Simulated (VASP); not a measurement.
# Ti (P6/mmm) in VASP: notebook

The runs below take Ti through single point, with r2SCAN.

All numbers are computed with VASP 6.6.1; they aren't measurements. Logs are shortened: lines on timing, memory, paths and dates and some standing lists are left out, and cuts for length are marked.

**1. The cell of the first run**

It takes space group P6/mmm (No. 191, hexagonal). The conventional cell has a = 4.450 Å, b = 4.450 Å, c = 2.763 Å, α = 90.00°, β = 90.00°, γ = 120.00°. Ti (site symmetry 6/mmm) has 14 Ti at 2.76 to 2.92 Å within 3.6 Å. Within 3.4 Å of Ti (site symmetry -6m2) lie 11 Ti at 2.57 to 2.92 Å.

This isn't the form of Ti at room conditions, which is hcp.

**2. Single point, r2SCAN**

Contents of POSCAR:

```
Ti
1.0
    4.4504834228      0.0000000000      0.0000000000
   -2.2252417114      3.8542317033      0.0000000000
    0.0000000000      0.0000000000      2.7627089849
Ti
3
Direct
    0.0000000000      0.0000000000      0.0000000000
    0.3333333333      0.6666666667      0.5000000000
    0.6666666667      0.3333333333      0.5000000000
```

Contents of INCAR.step1:

```
  PREC = Accurate
  ENCUT = 520
  ISMEAR = 0
  SIGMA = 0.1
  LREAL = F
  LASPH = T
  NELM = 80
  NBANDS = 25
  GGA = PE
  ALGO = Normal
  EDIFF = 1E-4
  LWAVE = T
  LCHARG = F
```

Contents of INCAR.step2:

```
  PREC = Accurate
  ENCUT = 520
  EDIFF = 1E-7
  ISMEAR = 0
  SIGMA = 0.1
  LREAL = F
  LASPH = T
  NELM = 80
  ALGO = Normal
  ISIF = 2
  LWAVE = F
  LCHARG = F
  METAGGA = R2SCAN
  LMIXTAU = T
  NBANDS = 25
  ISTART = 1
```

Contents of KPOINTS:

```
regular mesh
0
Gamma
  12 12 14
```

Potentials or basis: VASP PAW PBE potentials, release 64 (Ti_sv).

The run is started by

```console
$ cat potpaw_PBE.64/Ti_sv/POTCAR > POTCAR
$ cp INCAR.step1 INCAR
$ mpirun -np 1 vasp_std > vasp.out
$ cp INCAR.step2 INCAR
$ mpirun -np 1 vasp_std > vasp.out
```

OUTCAR:

```text
PREC = Accurate
   ENCUT = 520
   EDIFF = 1E-7
   ISMEAR = 0
   LREAL = F
   LASPH = T
   NELM = 80
   ISIF = 2
   METAGGA = R2SCAN
   ISTART = 1

 ion  position               nearest neighbor table
   1  0.000  0.000  0.000-   2 2.92   3 2.92   2 2.92   3 2.92   3 2.92   3 2.92   2 2.92   2 2.92
                             3 2.92   3 2.92   2 2.92   2 2.92
   2  0.333  0.667  0.500-   3 2.57   3 2.57   3 2.57   1 2.92   1 2.92   1 2.92   1 2.92   1 2.92
                             1 2.92
   3  0.667  0.333  0.500-   2 2.57   2 2.57   2 2.57   1 2.92   1 2.92   1 2.92   1 2.92   1 2.92
                             1 2.92

  LATTYP: Found a hexagonal cell.
 ALAT       =     4.4504834228
 C/A-ratio  =     0.6207660432

  Lattice vectors:

 A1 = (   4.4504834228,   0.0000000000,   0.0000000000)
 A2 = (  -2.2252417114,   3.8542317033,   0.0000000000)
 A3 = (   0.0000000000,   0.0000000000,   2.7627089849)

Analysis of symmetry for initial positions (statically):
=====================================================================
 Subroutine PRICEL returns:
 Original cell was already a primitive cell.

 Routine SETGRP: Setting up the symmetry group for a
 hexagonal supercell.

 Subroutine GETGRP returns: Found 24 space group operations
 (whereof 24 operations were pure point group operations)
 out of a pool of 24 trial point group operations.

The static configuration has the point symmetry D_6h.

Analysis of symmetry for dynamics (positions and initial velocities):
=====================================================================
 Subroutine PRICEL returns:
 Original cell was already a primitive cell.

 Routine SETGRP: Setting up the symmetry group for a
 hexagonal supercell.

 Subroutine GETGRP returns: Found 24 space group operations
 (whereof 24 operations were pure point group operations)
 out of a pool of 24 trial point group operations.

The dynamic configuration has the point symmetry D_6h.

 Subroutine INISYM returns: Found 24 space group operations
 (whereof 24 operations are pure point group operations),
 and found     1 'primitive' translations

----------------------------------------------------------------------------------------

                                     Primitive cell

  volume of cell :      47.3893

  direct lattice vectors                    reciprocal lattice vectors
     4.450483423  0.000000000  0.000000000     0.224694692  0.129727541  0.000000000
    -2.225241711  3.854231703  0.000000000     0.000000000  0.259455081  0.000000000
     0.000000000  0.000000000  2.762708985     0.000000000  0.000000000  0.361963567

  length of vectors
     4.450483423  4.450483423  2.762708985     0.259455081  0.259455081  0.361963567

  position of ions in fractional coordinates (direct lattice)
     0.000000000  0.000000000  0.000000000
     0.333333333  0.666666667  0.500000000
     0.666666667  0.333333333  0.500000000

  ion indices of the primitive-cell ions
   primitive index   ion index
                 1           1
                 2           2
                 3           3

----------------------------------------------------------------------------------------

 KPOINTS: regular mesh

Automatic generation of k-mesh.
 Grid dimensions read from file:
 generate k-points for:   12   12   14

 Generating k-lattice:

  Cartesian coordinates                     Fractional coordinates (reciprocal lattice)
     0.018724558  0.010810628  0.000000000     0.083333333  0.000000000  0.000000000
     0.000000000  0.021621257  0.000000000     0.000000000  0.083333333  0.000000000
     0.000000000  0.000000000  0.025854541     0.000000000  0.000000000  0.071428571

  Length of vectors
     0.021621257  0.021621257  0.025854541

  Shift w.r.t. Gamma in fractional coordinates (k-lattice)
     0.000000000  0.000000000  0.000000000

 Subroutine IBZKPT returns following result:
 ===========================================

 Found    152 irreducible k-points:

 Following reciprocal coordinates:
            Coordinates               Weight
  0.000000  0.000000  0.000000      1.000000
  0.083333  0.000000  0.000000      6.000000
  0.166667 -0.000000  0.000000      6.000000
  0.250000 -0.000000  0.000000      6.000000
  0.333333 -0.000000  0.000000      6.000000
  0.416667  0.000000  0.000000      6.000000
[... 16 lines left out ...]
  0.250000 -0.000000  0.071429     12.000000
  0.333333 -0.000000  0.071429     12.000000
 [... further k-points ...]
   k-points           NKPTS =    152   k-points in BZ     NKDIM =    152   number of bands    NBANDS=     25
   number of dos      NEDOS =    301   number of ions     NIONS =      3
   total plane-waves  NPLWV =  31104
   dimension x,y,z NGX =    36 NGY =   36 NGZ =   24
   dimension x,y,z NGXF=    72 NGYF=   72 NGZF=   48
   ions per type =               3
   NGX,Y,Z   is equivalent  to a cutoff of  13.45, 13.45, 14.44 a.u.
   NGXF,Y,Z  is equivalent  to a cutoff of  26.90, 26.90, 28.88 a.u.
 SYSTEM =  unknown system
   PREC   = accura    normal or accurate (medium, high low for compatibility)
   ISTART =      1    job   : 0-new  1-cont  2-samecut
   ICHARG =      0    charge: 1-file 2-atom 10-const
   ISPIN  =      1    spin polarized calculation?
   LNONCOLLINEAR =      F non collinear calculations
   LSORBIT =      F    spin-orbit coupling
   LASPH  =      T    aspherical Exc in radial PAW
   ENCUT  =  520.0 eV  38.22 Ry    6.18 a.u.   8.27  8.27  5.14*2*pi/ulx,y,z
   NELM   =     80;   NELMIN=  2; NELMDL=  0     # of ELM steps
   EDIFF  = 0.1E-06   stopping-criterion for ELM
   LREAL  =      F    real-space projection
   EDIFFG = 0.1E-05   stopping-criterion for IOM
   NSW    =      0    number of steps for IOM
   IBRION =     -1    ionic relax: 0-MD 1-quasi-New 2-CG
   NFREE  =      0    steps in history (QN), initial steepest desc. (CG)
   ISIF   =      2    stress and relaxation
   ISYM   =      2    0-nonsym 1-usesym 2-fastsym
   POTIM  = 0.5000    time-step for ionic-motion
   TEBEG  =    0.0;   TEEND  =   0.0 temperature during run
   PSTRESS=    0.0 pullay stress
   NELECT =      36.0000    total number of electrons
   NUPDOWN=      -1.0000    fix difference up-down
   EMIN   =  10.00;   EMAX   =-10.00  energy-range for DOS
   EFERMI =   0.00;   METHOD = LEGACY
   ISMEAR =     0;   SIGMA  =   0.10  broadening in eV -4-tet -1-fermi 0-gaus
   EFERMI_NEDOS =   21; number of points for ismear=-14 and -15
   IALGO  =     38    algorithm
   IMIX   =      4    mixing-type and parameters
     AMIX     =   0.40;   BMIX     =  1.00
     AMIX_MAG =   1.60;   BMIX_MAG =  1.00
  volume/ion in A,a.u.               =      15.80       106.60
  Fermi-wavevector in a.u.,A,eV,Ry     =   1.493765  2.822807 30.359141  2.231334
  Thomas-Fermi vector in A             =   2.606124
   LORBIT       =      0    0 simple, 1 ext, 2 COOP (PROOUT), +10 PAW based schemes
   METAGGA = R2SCAN    functional components
   LHFCALC =     F    Hartree Fock is set to
   AEXX    =    0.0000 exact exchange contribution
   IVDW    =     0    specifies the selected vdW correction
   LEPSILON=     F    determine dielectric tensor
   LRPA    =     F    only Hartree local field effects (RPA)
 non-spin polarized calculation
 Gauss-broadening in eV      SIGMA  =   0.10
  energy-cutoff  :      520.00
  volume of cell :       47.39
 maximum number of plane-waves:      1313
 NGX is ok and might be reduce to    36
   NGX = 17   NGY = 17   NGZ = 11

 number of electron      36.0000006 magnetization

 Free energy of the ion-electron system (eV)
  ---------------------------------------------------
  ext. energy  EPLUGINS =         0.00000000
  ---------------------------------------------------
  free energy    TOTEN  =       -38.78325538 eV

  energy without entropy =      -38.77202255  energy(sigma->0) =      -38.77763896

 E-fermi :   9.3445     XC(G=0): -12.8973

 val. band max:        9.3444732577   @ k =   0.5000  -0.0000   0.2143
 cond. band min:       9.3505754268   @ k =   0.5000  -0.0000   0.1429
 fundamental gap:      0.0061021690
 Fermi energy:         9.3445456220

 k-point     1 :       0.0000    0.0000    0.0000
  band No.  band energies     occupation
      1     -49.7682      2.00000
      2     -49.5154      2.00000
      3     -49.3045      2.00000
      4     -25.0671      2.00000
      5     -25.0671      2.00000
      6     -25.0499      2.00000
[... 17 lines left out ...]
     24      11.4192      0.00000
     25      11.5480      0.00000

 k-point     2 :       0.0833    0.0000    0.0000
  band No.  band energies     occupation
      1     -49.7658      2.00000
      2     -49.5141      2.00000
      3     -49.3082      2.00000
      4     -25.1369      2.00000
      5     -25.1272      2.00000
      6     -24.9786      2.00000
[... 17 lines left out ...]
     24      11.2351      0.00000
     25      11.7802      0.00000

 k-point     3 :       0.1667   -0.0000    0.0000
  band No.  band energies     occupation
      1     -49.7595      2.00000
      2     -49.5099      2.00000
      3     -49.3193      2.00000
      4     -25.2082      2.00000
      5     -25.1653      2.00000
      6     -24.9030      2.00000
[... 17 lines left out ...]
     24      11.1481      0.00000
     25      12.0736      0.00000

 k-point     4 :       0.2500   -0.0000    0.0000
  band No.  band energies     occupation
      1     -49.7510      2.00000
      2     -49.5020      2.00000
      3     -49.3364      2.00000
      4     -25.2689      2.00000
      5     -25.1678      2.00000
      6     -24.8362      2.00000
[... 17 lines left out ...]
     24      11.4407      0.00000
     25      12.3637      0.00000
[... 477 lines left out ...]
 k-point    22 :       0.1667   -0.0000    0.0714
  band No.  band energies     occupation
      1     -49.7547      2.00000
      2     -49.5072      2.00000
      3     -49.3157      2.00000
      4     -25.1996      2.00000
      5     -25.1579      2.00000
      6     -24.9011      2.00000
[... 17 lines left out ...]
     24      11.1742      0.00000
     25      12.1592      0.00000

 k-point    23 :       0.2500   -0.0000    0.0714
  band No.  band energies     occupation
      1     -49.7465      2.00000
      2     -49.4990      2.00000
      3     -49.3328      2.00000
      4     -25.2593      2.00000
      5     -25.1611      2.00000
      6     -24.8362      2.00000
[... 17 lines left out ...]
     24      11.4193      0.00000
     25      12.4770      0.00000

 k-point    24 :       0.3333   -0.0000    0.0714
  band No.  band energies     occupation
      1     -49.7386      2.00000
      2     -49.4870      2.00000
      3     -49.3534      2.00000
      4     -25.3047      2.00000
      5     -25.1291      2.00000
      6     -24.7958      2.00000
[... 17 lines left out ...]
     24      11.7766      0.00000
     25      12.3841      0.00000

 [... further k-points ...]

------------------------ aborting loop because EDIFF is reached ----------------------------------------

  FORCE on cell =-STRESS in cart. coord.  units (eV):
  Direction    XX          YY          ZZ          XY          YZ          ZX
  --------------------------------------------------------------------------------------
  -------------------------------------------------------------------------------------
  Total        3.1212440      3.1212440      3.1029067      0.0000000      0.0000000     -0.0000000
  in kB      105.5256793    105.5256793    104.9057172      0.0000000      0.0000000     -0.0000000
  external PRESSURE =     105.3190253 kB  Pullay stress =       0.0000000 kB

 VOLUME and BASIS-vectors are now :
 -----------------------------------------------------------------------------
  energy-cutoff  :      520.00
  volume of cell :       47.39
      direct lattice vectors                 reciprocal lattice vectors
     4.450483423  0.000000000  0.000000000     0.224694692  0.129727541  0.000000000
    -2.225241711  3.854231703  0.000000000     0.000000000  0.259455081  0.000000000
     0.000000000  0.000000000  2.762708985     0.000000000  0.000000000  0.361963567

 POSITION                                       TOTAL-FORCE (eV/Angst)
 -----------------------------------------------------------------------------------
      0.00000      0.00000      0.00000        -0.000000      0.000000      0.000000
     -0.00000      2.56949      1.38135        -0.000000     -0.000000     -0.000000
      2.22524      1.28474      1.38135         0.000000      0.000000      0.000000
 -----------------------------------------------------------------------------------
    total drift:                                0.000000      0.000000     -0.000000

  FREE ENERGIE OF THE ION-ELECTRON SYSTEM (eV)
  ---------------------------------------------------
  free  energy   TOTEN  =       -38.7832553758 eV

  energy  without entropy=      -38.7720225460  energy(sigma->0) =      -38.77763896
```

It took 13 min on 1 thread of AMD EPYC 9R45 (Zen 5), shared host; peak memory 0.25 GiB.

Results:

* Free energy: -38.7833 eV
* Pressure: 10.5 GPa
* Band gap on the k mesh: zero (bands 18 and 19 overlap by 0.35 eV)

Caveat: the cell stands under pressure; the PAW data sets were made with another functional, which shifts forces and pressure a little.

**3. Single point, r2SCAN**

This run uses another cell than the first one, of 16.36 Å³/atom.

Contents of POSCAR:

```
Ti
1.0
    4.5054938393      0.0000000000      0.0000000000
   -2.2527469196      3.9018721214      0.0000000000
    0.0000000000      0.0000000000      2.7913463572
Ti
3
Direct
    0.0000000000      0.0000000000      0.0000000000
    0.3333333333      0.6666666667      0.5000000000
    0.6666666667      0.3333333333      0.5000000000
```

Contents of INCAR.step1:

```
PREC = Accurate ; ENCUT = 520
ISMEAR = 0 ; SIGMA = 0.1
LREAL = F ; LASPH = T
NELM = 80 ; NBANDS = 25
GGA = PE ; ALGO = Normal
EDIFF = 1E-4 ; LWAVE = T
LCHARG = F
```

Contents of INCAR.step2:

```
PREC = Accurate ; ENCUT = 520
EDIFF = 1E-6 ; ISMEAR = 0
SIGMA = 0.1 ; LREAL = F
LASPH = T ; NELM = 80
ALGO = Normal ; ISIF = 2
LWAVE = F ; LCHARG = F
METAGGA = R2SCAN ; LMIXTAU = T
NBANDS = 25 ; ISTART = 1
```

Contents of KPOINTS:

```
Automatic mesh
0
Gamma
  12 12 14
```

Potentials or basis: VASP PAW PBE potentials, release 64 (Ti_sv).

The run is started by

```console
$ cat potpaw_PBE.64/Ti_sv/POTCAR > POTCAR
$ cp INCAR.step1 INCAR
$ mpirun -np 1 vasp_std > vasp.out
$ cp INCAR.step2 INCAR
$ mpirun -np 1 vasp_std > vasp.out
```

It took 11 min on 1 thread of AMD EPYC 9R45 (Zen 5), shared host; peak memory 0.25 GiB.

The run converged. Its results:

- Free energy: -38.8680 eV
- Pressure: 5.5 GPa
- Band gap on the k mesh: zero (bands 18 and 19 overlap by 0.29 eV)

Levels at points of the mesh, in eV from the Fermi level:
```
           k point  band 14  band 15  band 16  band 17  band 18  band 19  band 20  band 21  band 22  band 23
(0.00, 0.00, 0.00)    -2.16    -0.81    -0.81    -0.78    -0.78     0.04     0.85     1.49     1.49     2.02
(0.50, 0.00, 0.00)    -3.87    -2.88    -0.47    -0.38    -0.38     0.07     0.66     1.08     1.17     2.13
(0.00, 0.00, 0.50)    -2.35    -2.35    -1.98    -1.89    -1.89     1.17     1.17     1.46     1.46     3.34
(0.50, 0.00, 0.50)    -2.32    -1.94    -1.37    -0.86    -0.80     0.44     0.94     1.03     1.22     2.50
```

Caveat: the cell stands under pressure; the PAW data sets were made with another functional, which shifts forces and pressure a little.
